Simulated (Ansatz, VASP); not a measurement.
**TiS2 in VASP and in Ansatz**

```
S Ti
1.0
     3.35378    0.00000    0.00000
    -1.67689    2.90446    0.00000
     0.00000    0.00000   29.52000
S Ti
2 1
Direct
  0.33333 0.66667 0.23676
  0.66667 0.33333 0.33438
  0.00000 0.00000 0.28557
```

Alike in both runs: functional revPBE; dispersion D3(BJ); k mesh 12 × 12 × 1; occupations gaussian, width 0.08 eV; no spin polarisation.

Ansatz relaxed the structure, and its values are those at the end. VASP's run is a single point on that final structure, the one shown.

|  | VASP | Ansatz |
| --- | --- | --- |
| version | VASP 6.6.1 | Ansatz 0.2.0 |
| potentials or method | VASP PAW PBE potentials, release 64 (S, Ti_sv), cutoff 400 eV | scalar-relativistic, plane waves, PAW |
| valence electrons in the cell | 24 | 24 |

|  | VASP | Ansatz | Ansatz less VASP |
| --- | --- | --- | --- |
| gap on the k mesh at the Fermi level (eV) | none | none | - |
| rms of the force components (eV/Å) | 0.007 | 0.000 | -0.0066 |

VASP's potentials were made for PBE, not for revPBE. A gap of «none» marks a metal or a gap that the smearing closes. Ansatz's warnings: slab cell height set, structure snapped to symmetry.
